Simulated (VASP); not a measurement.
# SiO2 (I-42d) in VASP: further runs

The runs below take SiO2 through single point, with PBE.

Program: VASP 6.6.1. These are calculated values, not measurements. Logs are shortened: lines on timing, memory, paths and dates and some standing lists are left out, and cuts for length are marked.

## 1. The cell of the first run

It takes space group I-42d (No. 122, tetragonal). The conventional cell has a = 5.026 Å, b = 5.026 Å, c = 7.372 Å, α = 90.00°, β = 90.00°, γ = 90.00°. Si (site symmetry -4) has 4 O at 1.63 Å within 2.2 Å. Within 2.2 Å of O (site symmetry 2) lie 2 Si at 1.63 Å.

## 2. Single point, PBE

INCAR reads:

```
SYSTEM = SiO2
ALGO     = Normal         ! electronic algorithm
EDIFF    = 1E-7           ! SCF threshold, eV
ENCUT    = 520            ! plane-wave cutoff, eV
GGA      = PE             ! functional
ISIF     = 2              ! what is computed and relaxed
ISMEAR   = 0              ! smearing method
LASPH    = .True.         ! aspherical terms in the spheres
LCHARG   = .False.        ! write CHGCAR
LREAL    = .False.        ! projectors in reciprocal space
LWAVE    = .False.        ! write WAVECAR
NBANDS   = 25             ! bands
NELM     = 60             ! most SCF steps
PREC     = Accurate       ! precision mode
SIGMA    = 0.02           ! smearing width, eV
```

KPOINTS reads:

```
k-points
0
Gamma
  6 6 6
  0 0 0
```

POSCAR reads:

```
SiO2
1.0
   -2.5131486781      2.5131486781      3.6858703302
    2.5131486781     -2.5131486781      3.6858703302
    2.5131486781      2.5131486781     -3.6858703302
Si O
2 4
Direct
    0.0000000000      0.0000000000      0.0000000000
    0.7500000000      0.2500000000      0.5000000000
    0.3750000000      0.2174786393      0.3424786393
    0.9674786393      0.6250000000      0.8424786393
    0.7825213607      0.1250000000      0.1575213607
    0.8750000000      0.0325213607      0.6575213607
```

Potentials or basis: VASP PAW PBE potentials, release 64 (Si, O).

Command:

```bash
$ cat potpaw_PBE.64/Si/POTCAR potpaw_PBE.64/O/POTCAR > POTCAR
$ mpirun -np 1 vasp_std > vasp.out
```

OUTCAR:

```text
SYSTEM = SiO2
   EDIFF = 1E-7
   ENCUT = 520
   GGA = PE
   ISIF = 2
   ISMEAR = 0
   LASPH = .True.
   LREAL = .False.
   NELM = 60
   PREC = Accurate

 ion  position               nearest neighbor table
   1  0.000  0.000  0.000-   4 1.63   5 1.63   6 1.63   3 1.63   2 3.12   2 3.12   2 3.12   2 3.12

   2  0.750  0.250  0.500-   3 1.63   5 1.63   6 1.63   4 1.63   1 3.12   1 3.12   1 3.12   1 3.12

   3  0.375  0.217  0.342-   2 1.63   1 1.63
   4  0.967  0.625  0.842-   1 1.63   2 1.63
   5  0.783  0.125  0.158-   1 1.63   2 1.63
   6  0.875  0.033  0.658-   1 1.63   2 1.63

  LATTYP: Found a body centered tetragonal cell.
 ALAT       =     5.0262973562
 C/A-ratio  =     1.4666344106

  Lattice vectors:

 A1 = (  -2.5131486781,   2.5131486781,   3.6858703302)
 A2 = (   2.5131486781,  -2.5131486781,   3.6858703302)
 A3 = (   2.5131486781,   2.5131486781,  -3.6858703302)

Analysis of symmetry for initial positions (statically):
=====================================================================
 Subroutine PRICEL returns:
 Original cell was already a primitive cell.

 Routine SETGRP: Setting up the symmetry group for a
 body centered tetragonal supercell.

 Subroutine GETGRP returns: Found  8 space group operations
 (whereof  4 operations were pure point group operations)
 out of a pool of 16 trial point group operations.

The static configuration has the point symmetry S_4 .
 The point group associated with its full space group is D_2d.

Analysis of symmetry for dynamics (positions and initial velocities):
=====================================================================
 Subroutine PRICEL returns:
 Original cell was already a primitive cell.

 Routine SETGRP: Setting up the symmetry group for a
 body centered tetragonal supercell.

 Subroutine GETGRP returns: Found  8 space group operations
 (whereof  4 operations were pure point group operations)
 out of a pool of 16 trial point group operations.

The dynamic configuration has the point symmetry S_4 .
 The point group associated with its full space group is D_2d.

 Subroutine INISYM returns: Found  8 space group operations
 (whereof  4 operations are pure point group operations),
 and found     1 'primitive' translations

----------------------------------------------------------------------------------------

                                     Primitive cell

[... 100 lines left out ...]
   EDIFFG = 0.1E-05   stopping-criterion for IOM
   NSW    =      0    number of steps for IOM
   IBRION =     -1    ionic relax: 0-MD 1-quasi-New 2-CG
   NFREE  =      0    steps in history (QN), initial steepest desc. (CG)
   ISIF   =      2    stress and relaxation
   ISYM   =      2    0-nonsym 1-usesym 2-fastsym
   POTIM  = 0.5000    time-step for ionic-motion
   TEBEG  =    0.0;   TEEND  =   0.0 temperature during run
   PSTRESS=    0.0 pullay stress
   NELECT =      32.0000    total number of electrons
   NUPDOWN=      -1.0000    fix difference up-down
   EMIN   =  10.00;   EMAX   =-10.00  energy-range for DOS
   EFERMI =   0.00;   METHOD = LEGACY
   ISMEAR =     0;   SIGMA  =   0.02  broadening in eV -4-tet -1-fermi 0-gaus
   EFERMI_NEDOS =   21; number of points for ismear=-14 and -15
   IALGO  =     38    algorithm
   IMIX   =      4    mixing-type and parameters
     AMIX     =   0.40;   BMIX     =  1.00
     AMIX_MAG =   1.60;   BMIX_MAG =  1.00
  volume/ion in A,a.u.               =      15.52       104.73
  Fermi-wavevector in a.u.,A,eV,Ry     =   1.146690  2.166930 17.890272  1.314898
  Thomas-Fermi vector in A             =   2.283373
   LORBIT       =      0    0 simple, 1 ext, 2 COOP (PROOUT), +10 PAW based schemes
   GGA     = PE    functional components
   LHFCALC =     F    Hartree Fock is set to
   AEXX    =    0.0000 exact exchange contribution
   IVDW    =     0    specifies the selected vdW correction
   LEPSILON=     F    determine dielectric tensor
   LRPA    =     F    only Hartree local field effects (RPA)
 non-spin polarized calculation
 Gauss-broadening in eV      SIGMA  =   0.02
  energy-cutoff  :      520.00
  volume of cell :       93.12
 maximum number of plane-waves:      2531
 NGX is ok and might be reduce to    40

 number of electron      31.9999995 magnetization

 Free energy of the ion-electron system (eV)
  ---------------------------------------------------
  ext. energy  EPLUGINS =         0.00000000
  ---------------------------------------------------
  free energy    TOTEN  =       -47.49209328 eV

  energy without entropy =      -47.49209328  energy(sigma->0) =      -47.49209328

 E-fermi :  -0.5376     XC(G=0):  -8.0118

 val. band max:       -0.6371488452   @ k =   0.0000   0.0000   0.0000
 cond. band min:       5.0995771740   @ k =   0.0000   0.0000   0.0000
 fundamental gap:      5.7367260192
 Fermi energy:        -0.5376382897

 k-point     1 :       0.0000    0.0000    0.0000
  band No.  band energies     occupation
      1     -19.7367      2.00000
      2     -17.7370      2.00000
      3     -17.7370      2.00000
      4     -17.6784      2.00000
      5      -9.8624      2.00000
      6      -6.1223      2.00000
[... 661 lines left out ...]
     24      12.1840      0.00000
     25      12.7883      0.00000

 [... further k-points ...]

------------------------ aborting loop because EDIFF is reached ----------------------------------------

  FORCE on cell =-STRESS in cart. coord.  units (eV):
  Direction    XX          YY          ZZ          XY          YZ          ZX
  --------------------------------------------------------------------------------------
  -------------------------------------------------------------------------------------
  Total        0.0518215      0.0518215      0.0922978      0.0000000     -0.0000000      0.0000000
  in kB        0.8916292      0.8916292      1.5880542      0.0000000     -0.0000000      0.0000000
  external PRESSURE =       1.1237709 kB  Pullay stress =       0.0000000 kB

 VOLUME and BASIS-vectors are now :
 -----------------------------------------------------------------------------
  energy-cutoff  :      520.00
  volume of cell :       93.12
      direct lattice vectors                 reciprocal lattice vectors
    -2.513148678  2.513148678  3.685870330     0.000000000  0.198953609  0.135653171
     2.513148678 -2.513148678  3.685870330     0.198953609  0.000000000  0.135653171
     2.513148678  2.513148678 -3.685870330     0.198953609  0.198953609  0.000000000

 POSITION                                       TOTAL-FORCE (eV/Angst)
 -----------------------------------------------------------------------------------
      0.00000      0.00000      0.00000        -0.000000      0.000000     -0.000000
      0.00000      2.51315      1.84294        -0.000000      0.000000      0.000000
      0.46483      1.25657      0.92147        -0.006962      0.000000      0.000000
      1.25657      2.97797      2.76440        -0.000000     -0.006962      0.000000
     -1.25657      2.04832      2.76440        -0.000000      0.006962      0.000000
     -0.46483      3.76972      0.92147         0.006962      0.000000      0.000000
 -----------------------------------------------------------------------------------
    total drift:                                0.000004      0.000004      0.000003

  FREE ENERGIE OF THE ION-ELECTRON SYSTEM (eV)
  ---------------------------------------------------
  free  energy   TOTEN  =       -47.4920932759 eV

  energy  without entropy=      -47.4920932759  energy(sigma->0) =      -47.49209328
```

It took 1.9 min on 1 thread of Intel Xeon 8259CL, shared host; peak memory 0.25 GiB.

Results:

```
Free energy            : -47.4921 eV
Pressure               : 0.1 GPa
Largest force          : 0.007 eV/Å
Band gap on the k mesh : 5.74 eV
```

Forces in eV/Å, atoms in the order of the input:
```
Si   0.000  0.000  0.000
Si   0.000  0.000  0.000
O   -0.007  0.000  0.000
O    0.000 -0.007  0.000
O    0.000  0.007  0.000
O    0.007  0.000  0.000
```

Levels at points of the mesh, in eV from the valence-band top:
| k point | band 12 | band 13 | band 14 | band 15 | band 16 | band 17 | band 18 | band 19 | band 20 | band 21 |
| --- | --- | --- | --- | --- | --- | --- | --- | --- | --- | --- |
| (0.00, 0.00, 0.00) | -1.60 | -1.55 | -0.65 | 0.00 | 0.00 | 5.74 | 8.71 | 10.23 | 10.29 | 10.29 |
| (0.50, 0.00, 0.00) | -1.61 | -1.48 | -0.79 | -0.51 | -0.13 | 7.93 | 8.83 | 9.58 | 10.02 | 10.56 |
| (0.50, 0.50, 0.00) | -2.05 | -0.97 | -0.97 | -0.35 | -0.35 | 8.91 | 8.91 | 10.02 | 10.02 | 10.95 |
| (0.50, 0.50, 0.50) | -2.06 | -1.43 | -1.43 | -0.34 | -0.34 | 8.73 | 8.73 | 10.18 | 10.18 | 11.31 |

A k mesh can miss the band edges.

## 3. Single point, PBE

This run uses another cell than the first one: it holds 24 atoms, not 6.

INCAR reads:

```
SYSTEM = SiO2
ALGO = Normal
EDIFF = 1E-6
ENCUT = 520
GGA = PE
ISIF = 2
ISMEAR = 0
LASPH = .TRUE.
LCHARG = .TRUE.
LELF = .TRUE.
LREAL = Auto
LVHAR = .TRUE.
LWAVE = .FALSE.
NBANDS = 82
NELM = 80
PREC = Accurate
SIGMA = 0.01
```

KPOINTS reads:

```
Automatic mesh
0
Gamma
  2 2 2
  0.5 0.5 0.5
```

POSCAR reads:

```
SiO2
1.0
   -5.0262973161      5.0262973161      0.0000000000
   -5.0262973161     -5.0262973161      0.0000000000
    0.0000000000      0.0000000000      7.3717411703
Si O
8 16
Direct
    0.0000000000      0.5000000000      0.5000000000
    0.5000000000      0.5000000000      0.0000000000
    0.5000000000      1.0000000000      0.5000000000
    0.0000000000      1.0000000000      0.0000000000
    0.7500000000      0.2500000000      0.2500000000
    0.2500000000      0.2500000000      0.7500000000
    0.2500000000      0.7500000000      0.2500000000
    0.7500000000      0.7500000000      0.7500000000
    0.5787606923      0.3287606923      0.1250000000
    0.0787606923      0.3287606923      0.6250000000
    0.0787606923      0.8287606923      0.1250000000
    0.5787606923      0.8287606923      0.6250000000
    0.6712393077      0.0787606923      0.3750000000
    0.1712393077      0.0787606923      0.8750000000
    0.1712393077      0.5787606923      0.3750000000
    0.6712393077      0.5787606923      0.8750000000
    0.8287606923      0.4212393077      0.3750000000
    0.3287606923      0.4212393077      0.8750000000
    0.3287606923      0.9212393077      0.3750000000
    0.8287606923      0.9212393077      0.8750000000
    0.9212393077      0.1712393077      0.1250000000
    0.4212393077      0.1712393077      0.6250000000
    0.4212393077      0.6712393077      0.1250000000
    0.9212393077      0.6712393077      0.6250000000
```

Potentials or basis: VASP PAW PBE potentials, release 64 (Si, O).

Command:

```bash
$ cat potpaw_PBE.64/Si/POTCAR potpaw_PBE.64/O/POTCAR > POTCAR
$ mpirun -np 1 vasp_std > vasp.out
```

OUTCAR:

```text
SYSTEM = SiO2
   EDIFF = 1E-6
   ENCUT = 520
   GGA = PE
   ISIF = 2
   ISMEAR = 0
   LASPH = .TRUE.
   LREAL = Auto
   NELM = 80
   PREC = Accurate

 ion  position               nearest neighbor table
   1  0.000  0.500  0.500-  10 1.63  15 1.63  17 1.63  24 1.63   5 3.12   6 3.12   7 3.12   8 3.12

   2  0.500  0.500  0.000-   9 1.63  16 1.63  18 1.63  23 1.63   5 3.12   6 3.12   7 3.12   8 3.12

   3  0.500  0.000  0.500-  12 1.63  13 1.63  19 1.63  22 1.63   5 3.12   6 3.12   7 3.12   8 3.12
[... 13 lines left out ...]
  11  0.079  0.829  0.125-   4 1.63   7 1.63
  12  0.579  0.829  0.625-   3 1.63   8 1.63
  13  0.671  0.079  0.375-   3 1.63   5 1.63
  14  0.171  0.079  0.875-   4 1.63   6 1.63
[... 8 lines left out ...]
  23  0.421  0.671  0.125-   2 1.63   7 1.63
  24  0.921  0.671  0.625-   1 1.63   8 1.63

  LATTYP: Found a simple tetragonal cell.
 ALAT       =     7.1082578329
 C/A-ratio  =     1.0370672172

  Lattice vectors:

 A1 = (  -5.0262973161,   5.0262973161,   0.0000000000)
 A2 = (  -5.0262973161,  -5.0262973161,   0.0000000000)
 A3 = (   0.0000000000,   0.0000000000,   7.3717411703)

[... 187 lines left out ...]
 fundamental gap:      6.6805912321
 Fermi energy:        -0.6655339603

 k-point     1 :       0.2500    0.2500    0.2500
  band No.  band energies     occupation
      1     -19.5663      2.00000
      2     -19.1885      2.00000
      3     -19.1885      2.00000
      4     -19.1853      2.00000
      5     -18.5074      2.00000
      6     -18.5074      2.00000
[... 68 lines left out ...]
     75       8.9097      0.00000
     76       8.9097      0.00000
 [bands above 76 left out]

------------------------ aborting loop because EDIFF is reached ----------------------------------------

  FORCE on cell =-STRESS in cart. coord.  units (eV):
  Direction    XX          YY          ZZ          XY          YZ          ZX
  --------------------------------------------------------------------------------------
  -------------------------------------------------------------------------------------
  Total        0.1851864      0.1851864      0.3065030      0.0000000      0.0000000      0.0000000
  in kB        0.7965689      0.7965689      1.3184052      0.0000000      0.0000000      0.0000000
  external PRESSURE =       0.9705143 kB  Pullay stress =       0.0000000 kB

 VOLUME and BASIS-vectors are now :
 -----------------------------------------------------------------------------
  energy-cutoff  :      520.00
  volume of cell :      372.47
      direct lattice vectors                 reciprocal lattice vectors
    -5.026297316  5.026297316  0.000000000    -0.099476805  0.099476805  0.000000000
    -5.026297316 -5.026297316  0.000000000    -0.099476805 -0.099476805  0.000000000
     0.000000000  0.000000000  7.371741170     0.000000000  0.000000000  0.135653162

 POSITION                                       TOTAL-FORCE (eV/Angst)
 -----------------------------------------------------------------------------------
     -2.51315     -2.51315      3.68587        -0.000000     -0.000000     -0.000000
     -5.02630      0.00000      0.00000        -0.000000     -0.000000     -0.000000
     -2.51315      2.51315      3.68587        -0.000000     -0.000000     -0.000000
      0.00000      0.00000      0.00000        -0.000000     -0.000000     -0.000000
     -5.02630      2.51315      1.84294        -0.000000     -0.000000     -0.000000
     -2.51315      0.00000      5.52881        -0.000000     -0.000000     -0.000000
[... 16 lines left out ...]
     -5.49112     -1.25657      0.92147         0.006150     -0.000000      0.000000
     -8.00427      1.25657      4.60734         0.006150     -0.000000     -0.000000
 -----------------------------------------------------------------------------------
    total drift:                               -0.000000      0.000000      0.000000

  FREE ENERGIE OF THE ION-ELECTRON SYSTEM (eV)
  ---------------------------------------------------
  free  energy   TOTEN  =      -189.9799593206 eV

  energy  without entropy=     -189.9799593206  energy(sigma->0) =     -189.97995932
```

Run time: 46 s. Hardware: 1 thread of AMD EPYC 7R13 (Zen 3), shared host; peak memory 0.33 GiB.

Results:

- Free energy: -189.9800 eV
- Pressure: 0.1 GPa
- Largest force: 0.006 eV/Å

Forces in eV/Å, atoms in the order of the input:
```
Si   0.000  0.000  0.000
Si   0.000  0.000  0.000
Si   0.000  0.000  0.000
Si   0.000  0.000  0.000
Si   0.000  0.000  0.000
Si   0.000  0.000  0.000
Si   0.000  0.000  0.000
Si   0.000  0.000  0.000
O   -0.006  0.000  0.000
O   -0.006  0.000  0.000
O   -0.006  0.000  0.000
O   -0.006  0.000  0.000
O    0.000 -0.006  0.000
O    0.000 -0.006  0.000
O    0.000 -0.006  0.000
O    0.000 -0.006  0.000
O    0.000  0.006  0.000
O    0.000  0.006  0.000
O    0.000  0.006  0.000
O    0.000  0.006  0.000
O    0.006  0.000  0.000
O    0.006  0.000  0.000
O    0.006  0.000  0.000
O    0.006  0.000  0.000
```
